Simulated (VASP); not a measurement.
# ZnS (F-43m) in VASP: further runs

Runs on ZnS. Level: PBEsol. Tasks: single point.

Everything below comes from runs of VASP 6.6.1. Logs are shortened: lines on timing, memory, paths and dates and some standing lists are left out, and cuts for length are marked.

### 1 The cell of the first run

Symmetry: F-43m, No. 216, cubic system. The conventional cell has a = 5.256 Å, b = 5.256 Å, c = 5.256 Å, α = 90.00°, β = 90.00°, γ = 90.00°. Within 3.0 Å of Zn (site symmetry -43m) lie 4 S at 2.28 Å. Within 3.0 Å of S (site symmetry -43m) lie 4 Zn at 2.28 Å.

### 2 Single point, PBEsol

INCAR

```
  PREC = Accurate
  ENCUT = 520
  EDIFF = 1E-7
  ISMEAR = 0
  SIGMA = 0.01
  LREAL = False
  LASPH = True
  NELM = 60
  ALGO = Normal
  ISIF = 2
  LWAVE = False
  LCHARG = False
  GGA = PS
  NBANDS = 16
```

KPOINTS

```
Automatic mesh
0
Gamma
  6 6 6
```

POSCAR

```
ZnS
1.0
    0.0000000000      2.6279350084      2.6279350084
    2.6279350084      0.0000000000      2.6279350084
    2.6279350084      2.6279350084      0.0000000000
Zn S
1 1
Direct
    0.2500000000      0.2500000000      0.2500000000
    0.0000000000      0.0000000000      0.0000000000
```

Potentials or basis: VASP PAW PBE potentials, release 64 (Zn, S).

On the command line:

```console
$ cat potpaw_PBE.64/Zn/POTCAR potpaw_PBE.64/S/POTCAR > POTCAR
$ mpirun -np 1 vasp_std > vasp.out
```

OUTCAR:

```text
PREC = Accurate
   ENCUT = 520
   EDIFF = 1E-7
   ISMEAR = 0
   LREAL = False
   LASPH = True
   NELM = 60
   ISIF = 2
   GGA = PS

 ion  position               nearest neighbor table
   1  0.250  0.250  0.250-   2 2.28   2 2.28   2 2.28   2 2.28
   2  0.000  0.000  0.000-   1 2.28   1 2.28   1 2.28   1 2.28

  LATTYP: Found a face centered cubic cell.
 ALAT       =     5.2558700168

  Lattice vectors:

 A1 = (   0.0000000000,   2.6279350084,   2.6279350084)
 A2 = (   2.6279350084,   0.0000000000,   2.6279350084)
 A3 = (   2.6279350084,   2.6279350084,   0.0000000000)

Analysis of symmetry for initial positions (statically):
=====================================================================
 Subroutine PRICEL returns:
 Original cell was already a primitive cell.

 Routine SETGRP: Setting up the symmetry group for a
 face centered cubic supercell.

 Subroutine GETGRP returns: Found 24 space group operations
 (whereof 24 operations were pure point group operations)
 out of a pool of 48 trial point group operations.

The static configuration has the point symmetry T_d .

Analysis of symmetry for dynamics (positions and initial velocities):
=====================================================================
 Subroutine PRICEL returns:
 Original cell was already a primitive cell.

 Routine SETGRP: Setting up the symmetry group for a
 face centered cubic supercell.

 Subroutine GETGRP returns: Found 24 space group operations
 (whereof 24 operations were pure point group operations)
 out of a pool of 48 trial point group operations.

The dynamic configuration has the point symmetry T_d .

 Subroutine INISYM returns: Found 24 space group operations
 (whereof 24 operations are pure point group operations),
 and found     1 'primitive' translations

----------------------------------------------------------------------------------------

                                     Primitive cell

  volume of cell :      36.2973

  direct lattice vectors                    reciprocal lattice vectors
     0.000000000  2.627935008  2.627935008    -0.190263457  0.190263457  0.190263457
     2.627935008  0.000000000  2.627935008     0.190263457 -0.190263457  0.190263457
     2.627935008  2.627935008  0.000000000     0.190263457  0.190263457 -0.190263457

  length of vectors
     3.716461330  3.716461330  3.716461330     0.329545975  0.329545975  0.329545975

  position of ions in fractional coordinates (direct lattice)
     0.250000000  0.250000000  0.250000000
[... 68 lines left out ...]
   NELM   =     60;   NELMIN=  2; NELMDL= -5     # of ELM steps
   EDIFF  = 0.1E-06   stopping-criterion for ELM
   LREAL  =      F    real-space projection
   EDIFFG = 0.1E-05   stopping-criterion for IOM
   NSW    =      0    number of steps for IOM
   IBRION =     -1    ionic relax: 0-MD 1-quasi-New 2-CG
   NFREE  =      0    steps in history (QN), initial steepest desc. (CG)
   ISIF   =      2    stress and relaxation
   ISYM   =      2    0-nonsym 1-usesym 2-fastsym
   POTIM  = 0.5000    time-step for ionic-motion
   TEBEG  =    0.0;   TEEND  =   0.0 temperature during run
   PSTRESS=    0.0 pullay stress
   NELECT =      18.0000    total number of electrons
   NUPDOWN=      -1.0000    fix difference up-down
   EMIN   =  10.00;   EMAX   =-10.00  energy-range for DOS
   EFERMI =   0.00;   METHOD = LEGACY
   ISMEAR =     0;   SIGMA  =   0.01  broadening in eV -4-tet -1-fermi 0-gaus
   EFERMI_NEDOS =   21; number of points for ismear=-14 and -15
   IALGO  =     38    algorithm
   IMIX   =      4    mixing-type and parameters
     AMIX     =   0.40;   BMIX     =  1.00
     AMIX_MAG =   1.60;   BMIX_MAG =  1.00
  volume/ion in A,a.u.               =      18.15       122.47
  Fermi-wavevector in a.u.,A,eV,Ry     =   1.295809  2.448724 22.845833  1.679121
  Thomas-Fermi vector in A             =   2.427305
   LORBIT       =      0    0 simple, 1 ext, 2 COOP (PROOUT), +10 PAW based schemes
   GGA     = PS    functional components
   LHFCALC =     F    Hartree Fock is set to
   AEXX    =    0.0000 exact exchange contribution
   IVDW    =     0    specifies the selected vdW correction
   LEPSILON=     F    determine dielectric tensor
   LRPA    =     F    only Hartree local field effects (RPA)
 non-spin polarized calculation
 Gauss-broadening in eV      SIGMA  =   0.01
  energy-cutoff  :      520.00
  volume of cell :       36.30
 maximum number of plane-waves:      1002
   NGX = 13   NGY = 13   NGZ = 13

 number of electron      17.9999998 magnetization

 Free energy of the ion-electron system (eV)
  ---------------------------------------------------
  ext. energy  EPLUGINS =         0.00000000
  ---------------------------------------------------
  free energy    TOTEN  =        -7.54940513 eV

  energy without entropy =       -7.54940513  energy(sigma->0) =       -7.54940513

 E-fermi :   2.9449     XC(G=0): -10.2453

 val. band max:        2.8349619369   @ k =   0.0000   0.0000   0.0000
 cond. band min:       5.1795694133   @ k =   0.0000   0.0000   0.0000
 fundamental gap:      2.3446074765
 Fermi energy:         2.9448627126

 k-point     1 :       0.0000    0.0000    0.0000
  band No.  band energies     occupation
      1     -10.9430      2.00000
      2      -3.9175      2.00000
      3      -3.9175      2.00000
      4      -3.9175      2.00000
      5      -3.3153      2.00000
      6      -3.3153      2.00000
[... 281 lines left out ...]
      3      -3.5624      2.00000
      4      -3.4709      2.00000
      5      -3.2904      2.00000
      6      -2.8841      2.00000
[... 8 lines left out ...]
     15      17.0327      0.00000
     16      18.0281      0.00000

------------------------ aborting loop because EDIFF is reached ----------------------------------------

  FORCE on cell =-STRESS in cart. coord.  units (eV):
  Direction    XX          YY          ZZ          XY          YZ          ZX
  --------------------------------------------------------------------------------------
  -------------------------------------------------------------------------------------
  Total        1.2213226      1.2213226      1.2213226      0.0000000      0.0000000      0.0000000
  in kB       53.9097268     53.9097268     53.9097268      0.0000000      0.0000000      0.0000000
  external PRESSURE =      53.9097268 kB  Pullay stress =       0.0000000 kB

 VOLUME and BASIS-vectors are now :
 -----------------------------------------------------------------------------
  energy-cutoff  :      520.00
  volume of cell :       36.30
      direct lattice vectors                 reciprocal lattice vectors
     0.000000000  2.627935008  2.627935008    -0.190263457  0.190263457  0.190263457
     2.627935008  0.000000000  2.627935008     0.190263457 -0.190263457  0.190263457
     2.627935008  2.627935008  0.000000000     0.190263457  0.190263457 -0.190263457

 POSITION                                       TOTAL-FORCE (eV/Angst)
 -----------------------------------------------------------------------------------
      1.31397      1.31397      1.31397         0.000000     -0.000000     -0.000000
      0.00000      0.00000      0.00000        -0.000000      0.000000      0.000000
 -----------------------------------------------------------------------------------
    total drift:                               -0.000002     -0.000002     -0.000002

  FREE ENERGIE OF THE ION-ELECTRON SYSTEM (eV)
  ---------------------------------------------------
  free  energy   TOTEN  =        -7.5494051264 eV

  energy  without entropy=       -7.5494051264  energy(sigma->0) =       -7.54940513
```

Wall time 4.7 s (1 thread of Intel Xeon 6975P-C (Granite Rapids), shared host); peak memory 0.15 GiB.

Results:

```yaml
Free_energy: -7.5494 eV
Pressure: 5.4 GPa
Band_gap_on_the_k_mesh: 2.34 eV, direct
```

Caveat: the PAW data sets were made with another functional, which shifts forces and pressure a little. Expect the measured gap to be larger: semilocal functionals such as PBEsol lack the derivative discontinuity.

### 3 Single point, PBEsol

This run uses another cell than the first one, of 20.52 Å³/atom, 1.130 times its volume.

INCAR

```
SYSTEM = ZnS
  ALGO = Normal
  EDIFF = 1E-6
  ENCUT = 520
  GGA = PS
  ISIF = 2
  ISMEAR = 0
  LASPH = .TRUE.
  LCHARG = .FALSE.
  LREAL = .FALSE.
  LWAVE = .FALSE.
  NBANDS = 16
  NELM = 60
  PREC = Accurate
  SIGMA = 0.01
```

KPOINTS

```
k-points
0
G
  6 6 6
  0 0 0
```

POSCAR

```
ZnS
1.0
    0.0000000000      2.7375567091      2.7375567091
    2.7375567091      0.0000000000      2.7375567091
    2.7375567091      2.7375567091      0.0000000000
Zn S
1 1
Direct
    0.2500000000      0.2500000000      0.2500000000
    0.0000000000      0.0000000000      0.0000000000
```

Potentials or basis: VASP PAW PBE potentials, release 64 (Zn, S).

On the command line:

```console
$ cat potpaw_PBE.64/Zn/POTCAR potpaw_PBE.64/S/POTCAR > POTCAR
$ mpirun -np 1 vasp_std > vasp.out
```

Run time: 5.6 s. Hardware: 1 thread of Intel Xeon 6975P-C (Granite Rapids), shared host; peak memory 0.16 GiB.

The run converged. Its results:

| Item | Value |
| --- | --- |
| Free energy | -7.5502 eV |
| Pressure | -4.3 GPa |
| Band gap on the k mesh | 1.81 eV, direct |

Levels at points of the mesh, in eV from the valence-band top:
| k point | band 7 | band 8 | band 9 | band 10 | band 11 | band 12 |
| --- | --- | --- | --- | --- | --- | --- |
| (0.00, 0.00, 0.00) | 0.00 | 0.00 | 0.00 | 1.81 | 6.33 | 6.33 |
| (0.50, 0.00, 0.00) | -5.11 | -0.82 | -0.82 | 3.12 | 6.85 | 6.85 |
| (0.50, 0.50, 0.00) | -4.46 | -2.11 | -2.11 | 3.32 | 3.97 | 10.56 |

Caveat: the PAW data sets were made with another functional, which shifts forces and pressure a little. As with any semilocal functional, this PBEsol gap is likely too small.
